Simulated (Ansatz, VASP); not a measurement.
**MoS2 in VASP and in Ansatz**

Contents of INCAR:

```
SYSTEM = MoS2
PREC = Accurate
ENCUT = 520
EDIFF = 1E-6
ISMEAR = -1
SIGMA = 0.1
LREAL = .FALSE.
LASPH = .TRUE.
NELM = 80
ALGO = Normal
ISIF = 2
LWAVE = .FALSE.
LCHARG = .FALSE.
NBANDS = 20
```

KPOINTS

```
regular mesh
0
G
  10 10 5
  0 0 0
```

Contents of POSCAR:

```
MoS2
1.0
    3.3316427814      0.0000000000      0.0000000000
   -1.6658213907      2.8852951823      0.0000000000
    0.0000000000      0.0000000000      6.5162372604
Mo S
1 2
Direct
    0.0000000000      0.0000000000      0.5000000000
    0.3333333333      0.6666666667      0.2553200000
    0.6666666667      0.3333333333      0.7446800000
```

Input for Ansatz:

```yaml
crystal:
  lattice:
    - [3.331642781430807, 0.0, 0.0]
    - [-1.6658213907154036, 2.8852951823086284, 0.0]
    - [0.0, 0.0, 6.516237260414854]
  atoms:
    - { symbol: Mo, position: [0.0, 0.0, 0.5] }
    - { symbol: S, position: [0.3333333333333333, 0.6666666666666666, 0.25532] }
    - { symbol: S, position: [0.6666666666666666, 0.3333333333333333, 0.74468] }
basis:
  ecutwfc: 550.0
kpoints:
  mp_grid:
    grid: [10, 10, 5]
hamiltonian:
  xc: lda
  pseudopotentials:
    kind: paw
scf:
  max_iter: 60
  occupations:
    method: fermi_dirac
output:
  stress: true
```

Alike in both runs: task single point; functional LDA; k mesh 10 × 10 × 5; no spin polarisation.

```csv
,VASP,Ansatz
version,VASP 6.6.1,Ansatz 0.2.0
potentials or method,"VASP PAW LDA potentials, release 64 (Mo_sv, S), cutoff 520 eV","plane waves, PAW"
occupations,"fermi-dirac, width 0.1 eV",fermi-dirac
valence electrons in the cell,26,26
```

Ansatz gave:

| Item | Value |
| --- | --- |
| pressure (GPa) | -15.2 |
| traceless stress, the component that is largest in VASP (GPa) | 1.09 |

Question: What did VASP give for the same quantities?

Answer: Pressure (GPa): -15.1; traceless stress, the component that is largest in VASP (GPa): 1.11.

LDA's correlation is that of Perdew and Zunger in VASP and of Perdew and Wang (1992) in Ansatz. Ansatz's warnings: structure snapped to symmetry.
